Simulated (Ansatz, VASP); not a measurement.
Sn: VASP beside Ansatz

```
Sn
1.0
    -1.40317    1.40317    1.40317
     1.40317   -1.40317    1.40317
     1.40317    1.40317   -1.40317
Sn
1
Cartesian
  0.0000 0.0000 0.0000
```

Change from the starting cell: volume scaled by 0.4, LAPW.

Alike in both runs: task single point; functional PBE; k mesh 14 × 14 × 14; occupations fermi-dirac, width 0.1 eV; no spin polarisation.

```csv
,VASP,Ansatz
version,VASP 6.6.1,Ansatz 0.2.0
potentials or method,"VASP PAW PBE potentials, release 64 (Sn_d), cutoff 520 eV","all-electron LAPW, scalar-relativistic"
```

```tsv
	VASP	Ansatz	Ansatz less VASP
pressure (GPa)	400.9	399.1	-1.76
```

Both programs put the cell under a high pressure, so it lies far from rest at this level. Ansatz ran all-electron here, and VASP with PAW potentials.

Noted on VASP's run: the cell as given lies far from equilibrium.
